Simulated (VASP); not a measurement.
W:

```
W
1.0
     0.00000    2.00256    2.00256
     2.00256    0.00000    2.00256
     2.00256    2.00256    0.00000
W
1
Cartesian
  0.0000 0.0000 0.0000
```

This cell differs from its parent crystal: volume scaled by 0.96.

Base run:

```yaml
Program: VASP 6.6.1
Functional: PBEsol
Potentials_or_basis: VASP PAW PBE potentials, release 64 (W_sv)
Cutoff: 520 eV
k_mesh: 11 × 11 × 11
Occupations: fermi-dirac, width 0.05 eV
Spin: no spin polarisation
```

Its results: band gap on the k mesh zero (band 7 reaches 13.41 eV, above the bottom of band 8 at 10.02 eV); pressure -0.7 GPa.

Problem. After a change of settings the same cell gave: band gap on the k mesh zero (band 7 reaches 13.39 eV, above the bottom of band 8 at 10.02 eV); pressure 3.5 GPa. Which change was it?
A. functional from PBEsol to r2SCAN; further incar settings from ALGO = Normal; EDIFF = 1e-07; NBANDS = 13 to ALGO = Normal; EDIFF = 1e-06; NBANDS = 13
B. functional from PBEsol to LDA; potentials or basis from VASP PAW PBE potentials, release 64 (W_sv) to VASP PAW LDA potentials, release 64 (W_sv)
C. functional from PBEsol to PBE; further incar settings from ALGO = Normal; EDIFF = 1e-07; NBANDS = 13 to ALGO = Normal; EDIFF = 1e-06; NBANDS = 13
D. functional from PBEsol to PBE; further incar settings from ALGO = Normal; EDIFF = 1e-07; NBANDS = 13 to ALGO = Fast; EDIFF = 1e-06; NBANDS = 13

Solution. A.

Caveats: the PAW data sets were made with another functional, which shifts forces and pressure a little; spin-orbit coupling is left out, which moves the levels of the heavy elements.
